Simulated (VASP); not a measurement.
# CaO (d3) (Fm-3m) in VASP: further runs

CaO (d3) is run at these levels: PBE+D3(BJ); tasks: single point, relaxation of cell and atoms.

Everything below comes from runs of VASP 6.6.1. Logs are shortened: lines on timing, memory, paths and dates and some standing lists are left out, and cuts for length are marked.

### Step 1. The cell of the first run

Symmetry: Fm-3m, No. 225, cubic system. The conventional cell has a = 4.907 Å, b = 4.907 Å, c = 4.907 Å, α = 90.00°, β = 90.00°, γ = 90.00°. Within 3.2 Å of Ca (site symmetry m-3m) lie 6 O at 2.45 Å. O (site symmetry m-3m) has 6 Ca at 2.45 Å within 3.2 Å.

### Step 2. Single point, PBE+D3(BJ)

INCAR

```
  PREC = Accurate
  ENCUT = 600
  EDIFF = 1E-6
  ISMEAR = 0
  SIGMA = 0.1
  LREAL = False
  LASPH = True
  NELM = 120
  ALGO = Normal
  ISIF = 2
  LWAVE = False
  LCHARG = False
  GGA = PE
  IVDW = 12
  NBANDS = 15
  GGA_COMPAT = False
```

KPOINTS

```
Automatic mesh
0
Gamma
  6 6 6
```

POSCAR

```
CaO
1.0
    0.0000000000      2.4535000000      2.4535000000
    2.4535000000      0.0000000000      2.4535000000
    2.4535000000      2.4535000000      0.0000000000
Ca O
1 1
Direct
    0.0000000000      0.0000000000      0.0000000000
    0.5000000000      0.5000000000      0.5000000000
```

Potentials or basis: VASP PAW PBE potentials, release 64 (Ca_sv, O).

Launch:

```console
$ cat potpaw_PBE.64/Ca_sv/POTCAR potpaw_PBE.64/O/POTCAR > POTCAR
$ mpirun -np 1 vasp_std > vasp.out
```

OUTCAR:

```text
PREC = Accurate
   ENCUT = 600
   EDIFF = 1E-6
   ISMEAR = 0
   LREAL = False
   LASPH = True
   NELM = 120
   ISIF = 2
   GGA = PE
   IVDW = 12
 IVDW          = 12

 ion  position               nearest neighbor table
   1  0.000  0.000  0.000-   2 2.45   2 2.45   2 2.45   2 2.45   2 2.45   2 2.45
   2  0.500  0.500  0.500-   1 2.45   1 2.45   1 2.45   1 2.45   1 2.45   1 2.45

  LATTYP: Found a face centered cubic cell.
 ALAT       =     4.9070000000

  Lattice vectors:

 A1 = (   0.0000000000,   2.4535000000,   2.4535000000)
 A2 = (   2.4535000000,   0.0000000000,   2.4535000000)
 A3 = (   2.4535000000,   2.4535000000,   0.0000000000)

Analysis of symmetry for initial positions (statically):
=====================================================================
 Subroutine PRICEL returns:
 Original cell was already a primitive cell.

 Routine SETGRP: Setting up the symmetry group for a
 face centered cubic supercell.

 Subroutine GETGRP returns: Found 48 space group operations
 (whereof 48 operations were pure point group operations)
 out of a pool of 48 trial point group operations.

The static configuration has the point symmetry O_h .

Analysis of symmetry for dynamics (positions and initial velocities):
=====================================================================
 Subroutine PRICEL returns:
 Original cell was already a primitive cell.

 Routine SETGRP: Setting up the symmetry group for a
 face centered cubic supercell.

 Subroutine GETGRP returns: Found 48 space group operations
 (whereof 48 operations were pure point group operations)
 out of a pool of 48 trial point group operations.

The dynamic configuration has the point symmetry O_h .

 Subroutine INISYM returns: Found 48 space group operations
 (whereof 48 operations are pure point group operations),
 and found     1 'primitive' translations

----------------------------------------------------------------------------------------

                                     Primitive cell

  volume of cell :      29.5385

  direct lattice vectors                    reciprocal lattice vectors
     0.000000000  2.453500000  2.453500000    -0.203790503  0.203790503  0.203790503
     2.453500000  0.000000000  2.453500000     0.203790503 -0.203790503  0.203790503
     2.453500000  2.453500000  0.000000000     0.203790503  0.203790503 -0.203790503

  length of vectors
     3.469772975  3.469772975  3.469772975     0.352975506  0.352975506  0.352975506

  position of ions in fractional coordinates (direct lattice)
     0.000000000  0.000000000  0.000000000
     0.500000000  0.500000000  0.500000000

  ion indices of the primitive-cell ions
   primitive index   ion index
[... 78 lines left out ...]
   EMIN   =  10.00;   EMAX   =-10.00  energy-range for DOS
   EFERMI =   0.00;   METHOD = LEGACY
   ISMEAR =     0;   SIGMA  =   0.10  broadening in eV -4-tet -1-fermi 0-gaus
   EFERMI_NEDOS =   21; number of points for ismear=-14 and -15
   IALGO  =     38    algorithm
   IMIX   =      4    mixing-type and parameters
     AMIX     =   0.40;   BMIX     =  1.00
     AMIX_MAG =   1.60;   BMIX_MAG =  1.00
  volume/ion in A,a.u.               =      14.77        99.67
  Fermi-wavevector in a.u.,A,eV,Ry     =   1.334501  2.521840 24.230504  1.780892
  Thomas-Fermi vector in A             =   2.463277
   LORBIT       =      0    0 simple, 1 ext, 2 COOP (PROOUT), +10 PAW based schemes
   GGA     = PE    functional components
   LHFCALC =     F    Hartree Fock is set to
   AEXX    =    0.0000 exact exchange contribution
   IVDW    =    12    specifies the selected vdW correction
   LEPSILON=     F    determine dielectric tensor
   LRPA    =     F    only Hartree local field effects (RPA)
 non-spin polarized calculation
 Gauss-broadening in eV      SIGMA  =   0.10
  energy-cutoff  :      600.00
  volume of cell :       29.54
 maximum number of plane-waves:      1002
   NGX = 13   NGY = 13   NGZ = 13

 number of electron      16.0000005 magnetization

 Free energy of the ion-electron system (eV)
  ---------------------------------------------------
  ext. energy  EPLUGINS =         0.00000000
  ---------------------------------------------------
  free energy    TOTEN  =       -12.79304509 eV

  energy without entropy =      -12.79304509  energy(sigma->0) =      -12.79304509

 E-fermi :   2.4418     XC(G=0): -10.1764

 val. band max:        2.0092268827   @ k =   0.0000   0.0000   0.0000
 cond. band min:       5.6532588281   @ k =   0.5000   0.5000   0.0000
 fundamental gap:      3.6440319454
 Fermi energy:         2.4417736902

 k-point     1 :       0.0000    0.0000    0.0000
  band No.  band energies     occupation
      1     -35.8898      2.00000
      2     -16.6935      2.00000
      3     -16.6935      2.00000
      4     -16.6935      2.00000
      5     -13.4048      2.00000
      6       2.0092      2.00000
      7       2.0092      2.00000
      8       2.0092      2.00000
      9       6.2365      0.00000
     10       8.0757      0.00000
     11       8.0757      0.00000
     12       8.0757      0.00000
     13       9.4742      0.00000
     14       9.4742      0.00000
[... 257 lines left out ...]
      2     -17.1043      2.00000
      3     -16.9819      2.00000
      4     -16.9540      2.00000
      5     -12.9527      2.00000
      6       0.7953      2.00000
      7       1.0048      2.00000
      8       1.2095      2.00000
      9       6.9327      0.00000
     10       9.3834      0.00000
     11       9.9154      0.00000
     12      11.1283      0.00000
     13      11.2658      0.00000
     14      14.2836      0.00000
     15      14.8494      0.00000

------------------------ aborting loop because EDIFF is reached ----------------------------------------

 Edisp (eV)   -0.51078

 E8    (eV) :    -0.2292

  FORCE on cell =-STRESS in cart. coord.  units (eV):
  Direction    XX          YY          ZZ          XY          YZ          ZX
  --------------------------------------------------------------------------------------
  -------------------------------------------------------------------------------------
  Total      -1.28380    -1.28380    -1.28380    -0.00000    -0.00000     0.00000
  in kB     -69.63386   -69.63386   -69.63386    -0.00000    -0.00000     0.00000
  external pressure =      -69.63 kB  Pullay stress =        0.00 kB

 VOLUME and BASIS-vectors are now :
 -----------------------------------------------------------------------------
  energy-cutoff  :      600.00
  volume of cell :       29.54
      direct lattice vectors                 reciprocal lattice vectors
     0.000000000  2.453500000  2.453500000    -0.203790503  0.203790503  0.203790503
     2.453500000  0.000000000  2.453500000     0.203790503 -0.203790503  0.203790503
     2.453500000  2.453500000  0.000000000     0.203790503  0.203790503 -0.203790503

 POSITION                                       TOTAL-FORCE (eV/Angst)
 -----------------------------------------------------------------------------------
      0.00000      0.00000      0.00000        -0.000000     -0.000000     -0.000000
      2.45350      2.45350      2.45350         0.000000      0.000000      0.000000
 -----------------------------------------------------------------------------------
    total drift:                                0.000000      0.000000      0.000000

  FREE ENERGIE OF THE ION-ELECTRON SYSTEM (eV)
  ---------------------------------------------------
  free  energy   TOTEN  =       -13.3038235739 eV

  energy  without entropy=      -13.3038235739  energy(sigma->0) =      -13.30382357
```

Run time: 12 s. Hardware: 1 thread of AMD EPYC 7R43 (Zen 3), shared host; peak memory 0.13 GiB.

What came out:

```
Free energy                : -13.3038 eV
Pressure                   : -7.0 GPa
Band gap on the k mesh     : 3.64 eV, indirect (least direct gap 4.03 eV)
Dispersion energy per atom : -0.255 eV
```

A k mesh can miss the band edges. A hybrid or GW would open this gap; PBE tends to underestimate it.

### Step 3. Single point, PBE+D3(BJ)

This run uses another cell than the first one, of 13.68 Å³/atom, 0.926 times its volume.

INCAR

```
  ALGO = Normal
  EDIFF = 1E-6
  ENCUT = 600
  GGA = PE
  GGA_COMPAT = False
  ISIF = 2
  ISMEAR = 0
  IVDW = 12
  LASPH = True
  LCHARG = False
  LREAL = False
  LWAVE = False
  NBANDS = 15
  NELM = 120
  PREC = Accurate
  SIGMA = 0.02
```

KPOINTS

```
k-points
0
Gamma
  8 8 8
```

POSCAR

```
CaO
1.0
    0.0000000000      2.3917174659      2.3917174659
    2.3917174659      0.0000000000      2.3917174659
    2.3917174659      2.3917174659      0.0000000000
Ca O
1 1
Direct
    0.0000000000      0.0000000000      0.0000000000
    0.5000000000      0.5000000000      0.5000000000
```

Potentials or basis: VASP PAW PBE potentials, release 64 (Ca_sv, O).

Launch:

```console
$ cat potpaw_PBE.64/Ca_sv/POTCAR potpaw_PBE.64/O/POTCAR > POTCAR
$ mpirun -np 1 vasp_std > vasp.out
```

It took 22 s on 1 thread of AMD EPYC 7R43 (Zen 3), shared host; peak memory 0.13 GiB.

The run converged. Its results:

| Property | Result |
| --- | --- |
| Free energy | -13.3480 eV |
| Pressure | 0.5 GPa |
| Band gap on the k mesh | 3.63 eV, indirect (least direct gap 4.00 eV) |
| Dispersion energy per atom | -0.276 eV |

Levels at points of the mesh, in eV from the valence-band top:
```
           k point  band 4  band 5  band 6  band 7  band 8  band 9  band 10  band 11  band 12  band 13
(0.00, 0.00, 0.00)  -18.33  -15.56    0.00    0.00    0.00    4.83     6.26     6.26     6.26     7.79
(0.50, 0.00, 0.00)  -18.39  -14.30   -2.67   -1.23   -1.23    7.12     8.43     8.43     8.62    10.54
(0.50, 0.50, 0.00)  -18.57  -15.32   -1.29   -0.37   -0.37    3.63     8.15     8.98     9.63     9.63
```

A k mesh can miss the band edges. PBE gaps usually lie below the measured ones, often by a third to a half.

### Step 4. Relaxation of cell and atoms, PBE+D3(BJ)

INCAR

```
ALGO     = Normal         # electronic algorithm
EDIFF    = 1E-7           # SCF threshold, eV
EDIFFG   = -0.002         # ionic threshold
ENCUT    = 600            # plane-wave cutoff, eV
GGA      = PE             # functional
GGA_COMPAT= False        
IBRION   = 2              # ionic algorithm
ISIF     = 3              # what is computed and relaxed
ISMEAR   = 0              # smearing method
IVDW     = 12             # dispersion correction
LASPH    = True           # aspherical terms in the spheres
LCHARG   = False          # write CHGCAR
LREAL    = False          # projectors in reciprocal space
LWAVE    = False          # write WAVECAR
NELM     = 120            # most SCF steps
NELMIN   = 4            
NSW      = 100            # ionic steps
PREC     = Accurate       # precision mode
SIGMA    = 0.02           # smearing width, eV
```

KPOINTS is that of step 3.

POSCAR

```
CaO
1.0
    0.0000000000      2.4535000000      2.4535000000
    2.4535000000      0.0000000000      2.4535000000
    2.4535000000      2.4535000000      0.0000000000
Ca O
1 1
Direct
    0.0000000000      0.0000000000      0.0000000000
    0.5000000000      0.5000000000      0.5000000000
```

Launch:

```console
$ cat potpaw_PBE.64/Ca_sv/POTCAR potpaw_PBE.64/O/POTCAR > POTCAR
$ mpirun -np 1 vasp_std > vasp.out
```

It took 58 s on 1 thread of AMD EPYC 7R43 (Zen 3), shared host; peak memory 0.14 GiB.

The run converged. Its results:

```
Free energy                            : -13.3516 eV
Relaxed volume                         : 13.74 Å³/atom
Relaxed cell                           : a = 3.387 Å, b = 3.387 Å, c = 3.387 Å, α = 60.00°, β = 60.00°, γ = 60.00°
Space group after relaxing (to 0.05 Å) : Fm-3m (No. 225)
Energy gained by relaxing              : 23.8 meV/atom
Ionic steps                            : 3
Pressure after relaxing                : 0.0 GPa
Band gap on the k mesh                 : 3.63 eV, indirect (least direct gap 4.01 eV)
Dispersion energy per atom             : -0.275 eV
```

Step by step:
```
step  energy change (eV)  largest force (eV/Å)  pressure (GPa)  volume (Å³)
   1              0.0000                0.0000           -6.94        29.54
   2             -0.0430                0.0000            2.57        26.89
   3             -0.0476                0.0000            0.01        27.48
```

Final structure:
```
Ca O
1.0
     0.00000    2.39500    2.39500
     2.39500    0.00000    2.39500
     2.39500    2.39500    0.00000
Ca O
1 1
Direct
  0.00000 0.00000 0.00000
  0.50000 0.50000 0.50000
```

Levels at points of the mesh, in eV from the valence-band top:
| k point | band 6 | band 7 | band 8 | band 9 | band 10 | band 11 |
| --- | --- | --- | --- | --- | --- | --- |
| (0.00, 0.00, 0.00) | 0.00 | 0.00 | 0.00 | 4.80 | 6.25 | 6.25 |
| (0.50, 0.00, 0.00) | -2.66 | -1.22 | -1.22 | 7.10 | 8.41 | 8.41 |
| (0.50, 0.50, 0.00) | -1.30 | -0.37 | -0.37 | 3.63 | 8.12 | 8.95 |

A k mesh can miss the band edges. A hybrid or GW would open this gap; PBE tends to underestimate it.

### Step 5. The runs side by side

| task | cell | k mesh | smearing | gap on the mesh (eV) | pressure (GPa) |
| --- | --- | --- | --- | --- | --- |
| single point | a = 3.470 Å, angles 60.0°, 2 atoms | 6 × 6 × 6 | gaussian 0.1 eV | 3.64 | -7.0 |
| single point | a = 3.382 Å, angles 60.0°, 2 atoms | 8 × 8 × 8 | gaussian 0.02 eV | 3.63 | 0.5 |
| relaxation of cell and atoms | relaxed from a = 3.470 Å, angles 60.0°, 2 atoms | 8 × 8 × 8 | gaussian 0.02 eV | 3.63 | 0.0 |

Alike in all rows: level PBE+D3(BJ); potentials or basis VASP PAW PBE potentials, release 64 (Ca_sv, O); no spin polarisation; cutoff (eV) 600.

Absolute energies hang on the potentials; compare differences alone.
